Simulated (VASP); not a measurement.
# AlN (I-4m2) in VASP: a series of runs

The runs below take AlN through single point, with PBE, r2SCAN.

Program: VASP 6.6.1. These are calculated values, not measurements. Logs are shortened: lines on timing, memory, paths and dates and some standing lists are left out, and cuts for length are marked.

## (1) The cell of the first run

It takes space group I-4m2 (No. 119, tetragonal). Conventional cell: a = 3.090 Å, b = 3.090 Å, c = 4.157 Å, α = 90.00°, β = 90.00°, γ = 90.00°. Al (site symmetry -4m2) has 4 N at 1.86 Å within 2.5 Å. N (site symmetry -4m2) has 4 Al at 1.86 Å within 2.5 Å.

## (2) Single point, PBE (uniaxial z strain -4.9%)

The input, INCAR:

```
PREC = Accurate
ENCUT = 520
EDIFF = 1E-6
ISMEAR = -1
SIGMA = 0.02
LREAL = False
LASPH = True
NELM = 100
ALGO = Normal
ISIF = 2
LWAVE = False
LCHARG = True
GGA = PE
LELF = True
LVHAR = True
NBANDS = 11
```

The input, KPOINTS:

```
Automatic mesh
0
Gamma
  10 10 10
```

The input, POSCAR:

```
AlN
1.0
    0.0000000000      2.1848764208      2.0782544515
    2.1848764208      0.0000000000      2.0782544515
    2.1848764208      2.1848764208      0.0000000000
Al N
1 1
Direct
    0.0000000000      0.0000000000      0.0000000000
    0.2500000000      0.2500000000      0.2500000000
```

Potentials or basis: VASP PAW PBE potentials, release 64 (Al, N).

Started as:

```bash
$ cat potpaw_PBE.64/Al/POTCAR potpaw_PBE.64/N/POTCAR > POTCAR
$ mpirun -np 1 vasp_std > vasp.out
```

OUTCAR:

```text
PREC = Accurate
   ENCUT = 520
   EDIFF = 1E-6
   ISMEAR = -1
   LREAL = False
   LASPH = True
   NELM = 100
   ISIF = 2
   GGA = PE

 ion  position               nearest neighbor table
   1  0.000  0.000  0.000-   2 1.86   2 1.86   2 1.86   2 1.86
   2  0.250  0.250  0.250-   1 1.86   1 1.86   1 1.86   1 1.86

  LATTYP: Found a body centered tetragonal cell.
 ALAT       =     3.0898818664
 C/A-ratio  =     1.3451999406

  Lattice vectors:

 A1 = (   0.0000000000,  -2.1848764208,  -2.0782544515)
 A2 = (   0.0000000000,   2.1848764208,  -2.0782544515)
 A3 = (   2.1848764208,   0.0000000000,   2.0782544515)

Analysis of symmetry for initial positions (statically):
=====================================================================
 Subroutine PRICEL returns:
 Original cell was already a primitive cell.

 Routine SETGRP: Setting up the symmetry group for a
 body centered tetragonal supercell.

 Subroutine GETGRP returns: Found  8 space group operations
 (whereof  8 operations were pure point group operations)
 out of a pool of 16 trial point group operations.

The static configuration has the point symmetry D_2d.

Analysis of symmetry for dynamics (positions and initial velocities):
=====================================================================
 Subroutine PRICEL returns:
 Original cell was already a primitive cell.

 Routine SETGRP: Setting up the symmetry group for a
 body centered tetragonal supercell.

 Subroutine GETGRP returns: Found  8 space group operations
 (whereof  8 operations were pure point group operations)
 out of a pool of 16 trial point group operations.

The dynamic configuration has the point symmetry D_2d.

 Subroutine INISYM returns: Found  8 space group operations
 (whereof  8 operations are pure point group operations),
 and found     1 'primitive' translations

----------------------------------------------------------------------------------------

                                     Primitive cell

  volume of cell :      19.8419

  direct lattice vectors                    reciprocal lattice vectors
     0.000000000  2.184876421  2.078254451    -0.228845895  0.228845895  0.240586517
     2.184876421  0.000000000  2.078254451     0.228845895 -0.228845895  0.240586517
     2.184876421  2.184876421  0.000000000     0.228845895  0.228845895 -0.240586517

  length of vectors
     3.015431402  3.015431402  3.089881866     0.403265123  0.403265123  0.403265123

  position of ions in fractional coordinates (direct lattice)
     0.000000000  0.000000000  0.000000000
     0.250000000  0.250000000  0.250000000

  ion indices of the primitive-cell ions
   primitive index   ion index
                 1           1
                 2           2

----------------------------------------------------------------------------------------

 KPOINTS: Automatic mesh

Automatic generation of k-mesh.
 Grid dimensions read from file:
 generate k-points for:   10   10   10

 Generating k-lattice:

  Cartesian coordinates                     Fractional coordinates (reciprocal lattice)
    -0.022884590  0.022884590  0.024058652     0.100000000 -0.000000000  0.000000000
     0.022884590 -0.022884590  0.024058652    -0.000000000  0.100000000  0.000000000
     0.022884590  0.022884590 -0.024058652     0.000000000  0.000000000  0.100000000

  Length of vectors
     0.040326512  0.040326512  0.040326512

  Shift w.r.t. Gamma in fractional coordinates (k-lattice)
     0.000000000  0.000000000  0.000000000

 Subroutine IBZKPT returns following result:
 ===========================================

 Found    102 irreducible k-points:

 Following reciprocal coordinates:
            Coordinates               Weight
  0.000000  0.000000  0.000000      1.000000
  0.100000  0.000000  0.000000      8.000000
  0.200000  0.000000  0.000000      8.000000
  0.300000  0.000000  0.000000      8.000000
  0.400000  0.000000  0.000000      8.000000
  0.500000  0.000000  0.000000      4.000000
[... 16 lines left out ...]
  0.300000  0.300000  0.000000      2.000000
  0.400000  0.300000  0.000000      8.000000
 [... further k-points ...]
   k-points           NKPTS =    102   k-points in BZ     NKDIM =    102   number of bands    NBANDS=     11
   number of dos      NEDOS =    301   number of ions     NIONS =      2
   total plane-waves  NPLWV =  13824
   dimension x,y,z NGX =    24 NGY =   24 NGZ =   24
   dimension x,y,z NGXF=    48 NGYF=   48 NGZF=   48
   ions per type =               1   1
   NGX,Y,Z   is equivalent  to a cutoff of  13.23, 13.23, 12.91 a.u.
   NGXF,Y,Z  is equivalent  to a cutoff of  26.46, 26.46, 25.83 a.u.
 SYSTEM =  unknown system
   PREC   = accura    normal or accurate (medium, high low for compatibility)
   ISTART =      0    job   : 0-new  1-cont  2-samecut
   ICHARG =      2    charge: 1-file 2-atom 10-const
   ISPIN  =      1    spin polarized calculation?
   LNONCOLLINEAR =      F non collinear calculations
   LSORBIT =      F    spin-orbit coupling
   LASPH  =      T    aspherical Exc in radial PAW
   ENCUT  =  520.0 eV  38.22 Ry    6.18 a.u.   5.61  5.61  5.75*2*pi/ulx,y,z
   NELM   =    100;   NELMIN=  2; NELMDL= -5     # of ELM steps
   EDIFF  = 0.1E-05   stopping-criterion for ELM
   LREAL  =      F    real-space projection
   EDIFFG = 0.1E-04   stopping-criterion for IOM
   NSW    =      0    number of steps for IOM
   IBRION =     -1    ionic relax: 0-MD 1-quasi-New 2-CG
   NFREE  =      0    steps in history (QN), initial steepest desc. (CG)
   ISIF   =      2    stress and relaxation
   ISYM   =      2    0-nonsym 1-usesym 2-fastsym
   POTIM  = 0.5000    time-step for ionic-motion
   TEBEG  =    0.0;   TEEND  =   0.0 temperature during run
   PSTRESS=    0.0 pullay stress
   NELECT =       8.0000    total number of electrons
   NUPDOWN=      -1.0000    fix difference up-down
   EMIN   =  10.00;   EMAX   =-10.00  energy-range for DOS
   EFERMI =   0.00;   METHOD = LEGACY
   ISMEAR =    -1;   SIGMA  =   0.02  broadening in eV -4-tet -1-fermi 0-gaus
   EFERMI_NEDOS =   21; number of points for ismear=-14 and -15
   IALGO  =     38    algorithm
   IMIX   =      4    mixing-type and parameters
     AMIX     =   0.40;   BMIX     =  1.00
     AMIX_MAG =   1.60;   BMIX_MAG =  1.00
  volume/ion in A,a.u.               =       9.92        66.95
  Fermi-wavevector in a.u.,A,eV,Ry     =   1.209421  2.285473 19.901215  1.462698
  Thomas-Fermi vector in A             =   2.344998
   LORBIT       =      0    0 simple, 1 ext, 2 COOP (PROOUT), +10 PAW based schemes
   GGA     = PE    functional components
   LHFCALC =     F    Hartree Fock is set to
   AEXX    =    0.0000 exact exchange contribution
   IVDW    =     0    specifies the selected vdW correction
   LEPSILON=     F    determine dielectric tensor
   LRPA    =     F    only Hartree local field effects (RPA)
 non-spin polarized calculation
  energy-cutoff  :      520.00
  volume of cell :       19.84
 maximum number of plane-waves:       549
 NGX is ok and might be reduce to    24
   NGX = 11   NGY = 11   NGZ = 11

 number of electron       7.9999998 magnetization

 Free energy of the ion-electron system (eV)
  ---------------------------------------------------
  ext. energy  EPLUGINS =         0.00000000
  ---------------------------------------------------
  free energy    TOTEN  =       -14.76628552 eV

  energy without entropy =      -14.76628552  energy(sigma->0) =      -14.76628552

 E-fermi :   6.9828     XC(G=0): -11.1508

 val. band max:        6.5787980020   @ k =   0.0000   0.0000   0.0000
 cond. band min:       9.6521727551   @ k =   0.5000   0.5000   0.0000
 fundamental gap:      3.0733747531
 Fermi energy:         6.9828148735

 k-point     1 :       0.0000    0.0000    0.0000
  band No.  band energies     occupation
      1      -8.8242      2.00000
      2       6.3877      2.00000
      3       6.3877      2.00000
      4       6.5788      2.00000
      5      11.0744      0.00000
      6      19.4724      0.00000
      7      19.5247      0.00000
      8      19.5247      0.00000
      9      23.6984      0.00000
     10      25.1320      0.00000
     11      25.4025      0.00000

 k-point     2 :       0.1000    0.0000    0.0000
  band No.  band energies     occupation
      1      -8.6689      2.00000
      2       5.6325      2.00000
      3       6.3196      2.00000
      4       6.4821      2.00000
      5      11.7244      0.00000
      6      19.0620      0.00000
      7      19.6021      0.00000
      8      19.7019      0.00000
      9      22.6258      0.00000
     10      23.5294      0.00000
     11      25.5959      0.00000

 k-point     3 :       0.2000    0.0000    0.0000
  band No.  band energies     occupation
      1      -8.2259      2.00000
      2       3.9917      2.00000
      3       6.1497      2.00000
      4       6.3828      2.00000
      5      12.8463      0.00000
      6      18.1791      0.00000
      7      19.2022      0.00000
      8      19.8704      0.00000
      9      22.5413      0.00000
     10      22.7884      0.00000
     11      24.6769      0.00000

 k-point     4 :       0.3000    0.0000    0.0000
  band No.  band energies     occupation
      1      -7.5784      2.00000
      2       2.2796      2.00000
      3       5.9551      2.00000
      4       6.2748      2.00000
      5      13.6769      0.00000
      6      17.3564      0.00000
      7      18.3178      0.00000
      8      19.3856      0.00000
      9      23.5313      0.00000
     10      23.9705      0.00000
     11      24.6134      0.00000

 k-point     5 :       0.4000    0.0000    0.0000
  band No.  band energies     occupation
      1      -6.9236      2.00000
      2       0.9269      2.00000
      3       5.8083      2.00000
      4       6.1941      2.00000
      5      14.0731      0.00000
      6      16.8335      0.00000
      7      17.6607      0.00000
      8      18.7745      0.00000
      9      24.5361      0.00000
     10      25.8737      0.00000
     11      26.0079      0.00000
[... 211 lines left out ...]
 k-point    21 :      -0.3000    0.2000    0.0000
  band No.  band energies     occupation
      1      -6.7904      2.00000
      2       1.8109      2.00000
      3       4.4028      2.00000
      4       5.6979      2.00000
      5      14.3891      0.00000
      6      15.6976      0.00000
      7      18.7458      0.00000
      8      19.2431      0.00000
      9      23.3475      0.00000
     10      25.4061      0.00000
     11      29.0544      0.00000

 k-point    22 :      -0.2000    0.2000    0.0000
  band No.  band energies     occupation
      1      -7.4023      2.00000
      2       2.7176      2.00000
      3       4.8784      2.00000
      4       6.0097      2.00000
      5      14.3375      0.00000
      6      16.3619      0.00000
      7      18.7823      0.00000
      8      18.9140      0.00000
      9      21.8610      0.00000
     10      25.2045      0.00000
     11      29.5127      0.00000

 k-point    23 :       0.3000    0.3000    0.0000
  band No.  band energies     occupation
      1      -7.0779      2.00000
      2       3.0039      2.00000
      3       4.9554      2.00000
      4       4.9554      2.00000
      5      12.0857      0.00000
      6      16.0679      0.00000
      7      19.5601      0.00000
      8      21.2287      0.00000
      9      21.2287      0.00000
     10      26.6991      0.00000
     11      30.7349      0.00000

 k-point    24 :       0.4000    0.3000    0.0000
  band No.  band energies     occupation
      1      -6.5646      2.00000
      2       2.3309      2.00000
      3       4.5642      2.00000
      4       4.7606      2.00000
      5      11.4963      0.00000
      6      15.8448      0.00000
      7      19.8152      0.00000
      8      21.2449      0.00000
      9      21.9486      0.00000
     10      27.9214      0.00000
     11      30.8342      0.00000

 [... further k-points ...]
[... 5 lines left out ...]
  --------------------------------------------------------------------------------------
  -------------------------------------------------------------------------------------
  Total        1.7328774      1.7328774      2.3655123      0.0000000     -0.0000000     -0.0000000
  in kB      139.9252023    139.9252023    191.0087803      0.0000000     -0.0000000     -0.0000000
  external PRESSURE =     156.9530617 kB  Pullay stress =       0.0000000 kB

 VOLUME and BASIS-vectors are now :
 -----------------------------------------------------------------------------
  energy-cutoff  :      520.00
  volume of cell :       19.84
      direct lattice vectors                 reciprocal lattice vectors
     0.000000000  2.184876421  2.078254451    -0.228845895  0.228845895  0.240586517
     2.184876421  0.000000000  2.078254451     0.228845895 -0.228845895  0.240586517
     2.184876421  2.184876421  0.000000000     0.228845895  0.228845895 -0.240586517

 POSITION                                       TOTAL-FORCE (eV/Angst)
 -----------------------------------------------------------------------------------
      0.00000      0.00000      0.00000        -0.000000     -0.000000      0.000000
      1.09244      1.09244      1.03913         0.000000      0.000000     -0.000000
 -----------------------------------------------------------------------------------
    total drift:                                0.000000      0.000000     -0.000000

  FREE ENERGIE OF THE ION-ELECTRON SYSTEM (eV)
  ---------------------------------------------------
  free  energy   TOTEN  =       -14.7662855223 eV

  energy  without entropy=      -14.7662855223  energy(sigma->0) =      -14.76628552
```

Wall time 8.5 s (1 thread of Intel Xeon 6975P-C (Granite Rapids), shared host); peak memory 0.14 GiB.

What came out:

```
Free energy            : -14.7663 eV
Pressure               : 15.7 GPa
Band gap on the k mesh : 3.07 eV, indirect (least direct gap 4.50 eV)
```

Levels at points of the mesh, in eV from the valence-band top:
```
           k point  band 2  band 3  band 4  band 5  band 6  band 7
(0.00, 0.00, 0.00)   -0.19   -0.19    0.00    4.50   12.89   12.95
(0.50, 0.00, 0.00)   -6.19   -0.82   -0.41    7.60   10.08   10.85
(0.50, 0.50, 0.00)   -4.86   -2.24   -2.24    3.07    8.26   15.11
(0.50, 0.00, 0.50)   -5.35   -1.81   -1.81    3.31    9.03   14.17
```

Caveat: the cell differs from its parent crystal (uniaxial z strain -4.9%). A k mesh can miss the band edges.

## (3) Single point, r2SCAN (uniaxial z strain -4.9%)

POSCAR is that of step 2.

The input, INCAR.step1:

```
SYSTEM = AlN
PREC = Accurate
ENCUT = 520
ISMEAR = 0
SIGMA = 0.01
LREAL = .FALSE.
LASPH = .TRUE.
NELM = 80
NBANDS = 11
GGA = PE
ALGO = Normal
EDIFF = 1E-4
LWAVE = .TRUE.
LCHARG = .FALSE.
```

The input, INCAR.step2:

```
SYSTEM = AlN
PREC = Accurate
ENCUT = 520
EDIFF = 1E-6
ISMEAR = 0
SIGMA = 0.01
LREAL = .FALSE.
LASPH = .TRUE.
NELM = 80
ALGO = Normal
ISIF = 2
LWAVE = .FALSE.
LCHARG = .FALSE.
METAGGA = R2SCAN
LMIXTAU = .TRUE.
NBANDS = 11
ISTART = 1
```

The input, KPOINTS:

```
regular mesh
0
G
  10 10 10
  0 0 0
```

Potentials or basis: VASP PAW PBE potentials, release 64 (Al, N).

Started as:

```bash
$ cat potpaw_PBE.64/Al/POTCAR potpaw_PBE.64/N/POTCAR > POTCAR
$ cp INCAR.step1 INCAR
$ mpirun -np 1 vasp_std > vasp.out
$ cp INCAR.step2 INCAR
$ mpirun -np 1 vasp_std > vasp.out
```

Run time: 29 s. Hardware: 1 thread of Intel Xeon 6975P-C (Granite Rapids), shared host; peak memory 0.14 GiB.

It converged, with:

```
Free energy            : -19.1325 eV
Pressure               : 11.0 GPa
Band gap on the k mesh : 3.70 eV, indirect (least direct gap 5.21 eV)
```

Stress tensor (GPa, compression positive):
```
 9.03  0.00  0.00
 0.00  9.03  0.00
 0.00  0.00 14.90
```

Levels at points of the mesh, in eV from the valence-band top:
```csv
k point,band 2,band 3,band 4,band 5,band 6,band 7
"(0.00, 0.00, 0.00)",-0.20,-0.20,0.00,5.21,13.86,13.93
"(0.50, 0.00, 0.00)",-6.24,-0.84,-0.41,8.44,11.07,11.65
"(0.50, 0.50, 0.00)",-4.92,-2.28,-2.28,3.70,9.12,16.43
"(0.50, 0.00, 0.50)",-5.40,-1.84,-1.84,3.94,9.92,15.44
```

Caveat: the cell differs from its parent crystal (uniaxial z strain -4.9%); the PAW data sets were made with another functional, which shifts forces and pressure a little.
